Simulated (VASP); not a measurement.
# Mg12H (a cell with a defect) in VASP: relaxation of the atoms with PBE

Aim: the relaxation of the atoms of Mg12H (a cell with a defect) with PBE.

All numbers are computed with VASP 6.6.1; they aren't measurements. Logs are shortened: lines on timing, memory, paths and dates and some standing lists are left out, and cuts for length are marked.

### Step 1. The cell of the first run

The cell holds a defect, 13 atoms: a = 6.420 Å, b = 9.630 Å, c = 5.213 Å, α = 90.00°, β = 90.00°, γ = 120.00°.

### Step 2. Relaxation of the atoms, PBE

Input file INCAR:

```
SYSTEM = Mg12H
PREC     = Accurate       ! precision mode
ENCUT    = 520            ! plane-wave cutoff, eV
EDIFF    = 1E-6           ! SCF threshold, eV
ISMEAR   = 0              ! smearing method
SIGMA    = 0.15           ! smearing width, eV
LREAL    = .False.        ! projectors in reciprocal space
LASPH    = .True.         ! aspherical terms in the spheres
NELM     = 80             ! most SCF steps
ALGO     = Normal         ! electronic algorithm
ISIF     = 2              ! what is computed and relaxed
LWAVE    = .False.        ! write WAVECAR
LCHARG   = .False.        ! write CHGCAR
GGA      = PE             ! functional
IBRION   = 2              ! ionic algorithm
NSW      = 80             ! ionic steps
EDIFFG   = -0.03          ! ionic threshold
KPAR     = 4
```

Input file KPOINTS:

```
Automatic mesh
0
Gamma
  4 3 4
  0 0 0
```

Input file POSCAR:

```
Mg12H
1.0
    6.4200000000      0.0000000000      0.0000000000
   -4.8150000000      8.3398250000      0.0000000000
    0.0000000000      0.0000000000      5.2130400000
Mg H
12 1
Direct
    0.0000000000      0.0000000000      0.0000000000
    0.1666667000      0.2222222000      0.5000000000
    0.0000000000      0.3333333000      0.0000000000
    0.1666667000      0.5555556000      0.5000000000
    0.0000000000      0.6666667000      0.0000000000
    0.1666667000      0.8888889000      0.5000000000
    0.5000000000      0.0000000000      0.0000000000
    0.6666667000      0.2222222000      0.5000000000
    0.5000000000      0.3333333000      0.0000000000
    0.6666667000      0.5555556000      0.5000000000
    0.5000000000      0.6666667000      0.0000000000
    0.6666667000      0.8888889000      0.5000000000
   -0.0058037000      0.6604053000      0.6315314000
```

Potentials or basis: VASP PAW PBE potentials, release 64 (Mg, H).

On the command line:

```sh
> cat potpaw_PBE.64/Mg/POTCAR potpaw_PBE.64/H/POTCAR > POTCAR
> mpirun -np 4 vasp_std > vasp.out
```

OUTCAR:

```text
SYSTEM = Mg12H
   PREC = Accurate
   ENCUT = 520
   EDIFF = 1E-6
   ISMEAR = 0
   LREAL = .False.
   LASPH = .True.
   NELM = 80
   ISIF = 2
   GGA = PE
   IBRION = 2
   NSW = 80
   EDIFFG = -0.03

 ion  position               nearest neighbor table
   1  0.000  0.000  0.000-  12 3.20  12 3.20   2 3.20   2 3.20   6 3.20   6 3.20   5 3.21   3 3.21
                             9 3.21  11 3.21   7 3.21   7 3.21
   2  0.167  0.222  0.500-   9 3.20   9 3.20   1 3.20   1 3.20   3 3.20   3 3.20   6 3.21  12 3.21
                             8 3.21   8 3.21  10 3.21   4 3.21
   3  0.000  0.333  0.000-   8 3.20   8 3.20   2 3.20   2 3.20   4 3.20   4 3.20   1 3.21   7 3.21
                             9 3.21   9 3.21  11 3.21   5 3.21
   4  0.167  0.556  0.500-  13 1.96  11 3.20  11 3.20   5 3.20   5 3.20   3 3.20   3 3.20   6 3.21
                            12 3.21  10 3.21  10 3.21   8 3.21   2 3.21
   5  0.000  0.667  0.000-  13 1.92  10 3.20  10 3.20   6 3.20   6 3.20   4 3.20   4 3.20   1 3.21
                             7 3.21  11 3.21  11 3.21   9 3.21   3 3.21
   6  0.167  0.889  0.500-  13 2.03   7 3.20   7 3.20   5 3.20   5 3.20   1 3.20   1 3.20   2 3.21
                             4 3.21   8 3.21  10 3.21  12 3.21  12 3.21
   7  0.500  0.000  0.000-   6 3.20   6 3.20   8 3.20   8 3.20  12 3.20  12 3.20   9 3.21  11 3.21
                             3 3.21   5 3.21   1 3.21   1 3.21
   8  0.667  0.222  0.500-   3 3.20   3 3.20   7 3.20   7 3.20   9 3.20   9 3.20  12 3.21   6 3.21
                             2 3.21   2 3.21   4 3.21  10 3.21
   9  0.500  0.333  0.000-   2 3.20   2 3.20   8 3.20   8 3.20  10 3.20  10 3.20   7 3.21   1 3.21
                             3 3.21   3 3.21   5 3.21  11 3.21
  10  0.667  0.556  0.500-  13 1.95   5 3.20   5 3.20  11 3.20  11 3.20   9 3.20   9 3.20  12 3.21
                             6 3.21   4 3.21   4 3.21   2 3.21   8 3.21
  11  0.500  0.667  0.000-   4 3.20   4 3.20  12 3.20  12 3.20  10 3.20  10 3.20   7 3.21   1 3.21
                             5 3.21   5 3.21   3 3.21   9 3.21
  12  0.667  0.889  0.500-   1 3.20   1 3.20  11 3.20  11 3.20   7 3.20   7 3.20   8 3.21  10 3.21
                             2 3.21   4 3.21   6 3.21   6 3.21
  13  0.994  0.660  0.632-   5 1.92  10 1.95   4 1.96   6 2.03

  LATTYP: Found a simple monoclinic cell.
 ALAT       =     6.4200000000
 B/A-ratio  =     0.8120000000
 C/A-ratio  =     1.3228757108
 COS(beta)  =    -0.1889822286

  Lattice vectors:

 A1 = (   6.4200000000,   0.0000000000,   0.0000000000)
 A2 = (   0.0000000000,   0.0000000000,   5.2130400000)
 A3 = (  -1.6050000000,  -8.3398250000,   0.0000000000)

Analysis of symmetry for initial positions (statically):
=====================================================================
 Subroutine PRICEL returns:
 Original cell was already a primitive cell.

 Routine SETGRP: Setting up the symmetry group for a
 simple monoclinic supercell.

 Subroutine GETGRP returns: Found  1 space group operations
 (whereof  1 operations were pure point group operations)
 out of a pool of  4 trial point group operations.

The static configuration has the point symmetry C_1 .
[... 154 lines left out ...]
     AMIX     =   0.40;   BMIX     =  1.00
     AMIX_MAG =   1.60;   BMIX_MAG =  1.00
  volume/ion in A,a.u.               =      21.47       144.89
  Fermi-wavevector in a.u.,A,eV,Ry     =   0.732477  1.384180  7.299827  0.536522
  Thomas-Fermi vector in A             =   1.824949
   LORBIT       =      0    0 simple, 1 ext, 2 COOP (PROOUT), +10 PAW based schemes
   GGA     = PE    functional components
   LHFCALC =     F    Hartree Fock is set to
   AEXX    =    0.0000 exact exchange contribution
   IVDW    =     0    specifies the selected vdW correction
   LEPSILON=     F    determine dielectric tensor
   LRPA    =     F    only Hartree local field effects (RPA)
 conjugate gradient relaxation of ions
 non-spin polarized calculation
 Gauss-broadening in eV      SIGMA  =   0.15
  energy-cutoff  :      520.00
  volume of cell :      279.11
 maximum number of plane-waves:      7534
   NGX = 23   NGY = 35   NGZ = 19

--------------------------------------- Ionic step        1  -------------------------------------------

 number of electron      25.0000000 magnetization

 Free energy of the ion-electron system (eV)
  ---------------------------------------------------
  ext. energy  EPLUGINS =         0.00000000
  ---------------------------------------------------
  free energy    TOTEN  =       -21.27081289 eV

  energy without entropy =      -21.21178359  energy(sigma->0) =      -21.24129824

------------------------ aborting loop because EDIFF is reached ----------------------------------------

  FORCE on cell =-STRESS in cart. coord.  units (eV):
  Direction    XX          YY          ZZ          XY          YZ          ZX
  --------------------------------------------------------------------------------------
  -------------------------------------------------------------------------------------
  Total       -0.5729192     -0.7778484      1.1110656     -0.6229481      0.2039218      0.0171227
  in kB       -3.2886749     -4.4650107      6.3777467     -3.5758511      1.1705536      0.0982876
  external PRESSURE =      -0.4586463 kB  Pullay stress =       0.0000000 kB
[... 363 lines left out ...]
--------------------------------------- Ionic step        9  -------------------------------------------

 number of electron      25.0000000 magnetization

 Free energy of the ion-electron system (eV)
  ---------------------------------------------------
  ext. energy  EPLUGINS =         0.00000000
  ---------------------------------------------------
  free energy    TOTEN  =       -21.31550788 eV

  energy without entropy =      -21.25565060  energy(sigma->0) =      -21.28557924

 E-fermi :   2.6771     XC(G=0):  -8.4984

 val. band max:        2.6522827586   @ k =  -0.2500   0.3333   0.0000
 cond. band min:       2.7047947598   @ k =  -0.2500   0.3333   0.2500
 fundamental gap:      0.0525120012
 Fermi energy:         2.6771153508

 k-point     1 :       0.0000    0.0000    0.0000
  band No.  band energies     occupation
      1      -4.8330      2.00000
      2      -3.1059      2.00000
      3      -2.1400      2.00000
      4      -1.3028      2.00000
      5      -0.5662      2.00000
      6      -0.0380      2.00000
[... 505 lines left out ...]
      6      -0.7682      2.00000
[... 11 lines left out ...]
     18       3.7374      0.00000
     19       5.1470      0.00000

 [... further k-points ...]

------------------------ aborting loop because EDIFF is reached ----------------------------------------

  FORCE on cell =-STRESS in cart. coord.  units (eV):
  Direction    XX          YY          ZZ          XY          YZ          ZX
  --------------------------------------------------------------------------------------
  -------------------------------------------------------------------------------------
  Total       -0.8582798     -0.5669649      0.6936402     -0.6651578      0.1751983      0.0673776
  in kB       -4.9267040     -3.2544961      3.9816386     -3.8181438      1.0056742      0.3867612
  external PRESSURE =      -1.3998538 kB  Pullay stress =       0.0000000 kB
[... 28 lines left out ...]
  FREE ENERGIE OF THE ION-ELECTRON SYSTEM (eV)
  ---------------------------------------------------
  free  energy   TOTEN  =       -21.3155078807 eV

  energy  without entropy=      -21.2556505956  energy(sigma->0) =      -21.28557924

 reached required accuracy - stopping structural energy minimisation
```

CONTCAR:

```text
Mg12H
   1.00000000000000
     6.4199999999999999    0.0000000000000000    0.0000000000000000
    -4.8150000000000004    8.3398249999999994    0.0000000000000000
     0.0000000000000000    0.0000000000000000    5.2130400000000003
  Mg              H
    12     1
Direct
     0.0001545197121711    0.0005072551004447    0.0024310977120470
     0.1625845300154687    0.2195823448817426    0.4997382324947257
     0.9987410465975705    0.3313629182426276    0.0010083543215286
     0.1697614309732033    0.5495605087664758    0.5014756971434375
     0.9996374849655651    0.6657658914228800    0.9987361984125852
     0.1712338398492225    0.8976623017832931    0.5017942218298503
     0.5016945719159268    0.0012282891156844    0.0045376101584142
     0.6681232542933518    0.2223456962512254    0.5013251401196073
     0.4970917385749143    0.3302218269768525    0.0029863860017715
     0.6553513624794943    0.5511158988070370    0.5013982798806154
     0.4999190911582808    0.6669237333051408    0.0037634237074198
     0.6679323306632113    0.8896202535916352    0.5042725445021213
     0.0019712988016204    0.6678417817549483    0.6080642137158763

  0.00000000E+00  0.00000000E+00  0.00000000E+00
  0.00000000E+00  0.00000000E+00  0.00000000E+00
  0.00000000E+00  0.00000000E+00  0.00000000E+00
  0.00000000E+00  0.00000000E+00  0.00000000E+00
  0.00000000E+00  0.00000000E+00  0.00000000E+00
  0.00000000E+00  0.00000000E+00  0.00000000E+00
  0.00000000E+00  0.00000000E+00  0.00000000E+00
  0.00000000E+00  0.00000000E+00  0.00000000E+00
  0.00000000E+00  0.00000000E+00  0.00000000E+00
  0.00000000E+00  0.00000000E+00  0.00000000E+00
  0.00000000E+00  0.00000000E+00  0.00000000E+00
  0.00000000E+00  0.00000000E+00  0.00000000E+00
  0.00000000E+00  0.00000000E+00  0.00000000E+00
```

It took 3.4 min on 4 MPI ranks of Intel Xeon Platinum 8375C at 2.90GHz (Ice Lake), shared host; peak memory 0.46 GiB.

Results:

- Free energy: -21.3155 eV
- Energy gained by relaxing: 3.4 meV/atom
- Ionic steps: 9
- Pressure after relaxing: -0.1 GPa
- Largest force after relaxing: 0.025 eV/Å
- Band gap on the k mesh: zero (an odd number of electrons rules out a gap without spin polarisation)

Forces in eV/Å, atoms in the order of the input:
```
Mg   0.000 -0.020  0.013
Mg   0.000  0.015  0.008
Mg  -0.003  0.011  0.014
Mg   0.006  0.012 -0.022
Mg  -0.001  0.005 -0.012
Mg   0.010 -0.004 -0.023
Mg  -0.003 -0.016  0.010
Mg  -0.005  0.003  0.012
Mg   0.002  0.015  0.008
Mg   0.002  0.006 -0.015
Mg   0.002 -0.010  0.020
Mg  -0.009 -0.019  0.013
H   -0.001  0.001 -0.025
```

The path:
```
step  energy change (eV)  largest force (eV/Å)  pressure (GPa)
   1              0.0000                0.3041           -0.05
   2             -0.0139                0.2200           -0.08
   3             -0.0326                0.1234           -0.14
   4             -0.0327                0.1175           -0.14
   5             -0.0357                0.1058           -0.14
   6             -0.0415                0.0714           -0.14
   7             -0.0392                0.0913           -0.12
   8             -0.0428                0.0482           -0.14
   9             -0.0447                0.0255           -0.14
```

Final structure:
```xyz
13
Lattice="6.4200 0.0000 0.0000 -4.8150 8.3398 0.0000 0.0000 0.0000 5.2130" Properties=species:S:1:pos:R:3 pbc="T T T"
Mg   -0.0015    0.0042    0.0127
Mg   -0.0135    1.8313    2.6052
Mg    4.8164    2.7635    0.0053
Mg   -1.5563    4.5832    2.6142
Mg    3.2120    5.5524    5.2065
Mg   -3.2229    7.4863    2.6159
Mg    3.2150    0.0102    0.0237
Mg    3.2188    1.8543    2.6134
Mg    1.6013    2.7540    0.0156
Mg    1.5537    4.5962    2.6138
Mg   -0.0018    5.5620    0.0196
Mg    0.0046    7.4193    2.6288
H    -3.2030    5.5697    3.1699
```

Levels at points of the mesh, in eV from the Fermi level:
```tsv
k point	band 8	band 9	band 10	band 11	band 12	band 13	band 14	band 15	band 16	band 17
(0.00, 0.00, 0.00)	-1.86	-1.56	-0.82	-0.24	0.03	0.23	0.31	0.49	1.42	1.70
(0.50, 0.00, 0.00)	-0.63	-0.62	-0.59	-0.40	-0.18	-0.17	-0.14	0.12	0.28	0.79
(0.00, 0.00, 0.50)	-1.96	-1.91	-1.90	-1.43	-1.15	-0.64	-0.55	0.64	1.10	1.20
(0.50, 0.00, 0.50)	-3.83	-1.78	-0.87	-0.80	-0.79	0.34	0.72	0.81	0.83	2.03
```

The gap in the log of VASP goes by the Fermi energy; the results here count the filled bands.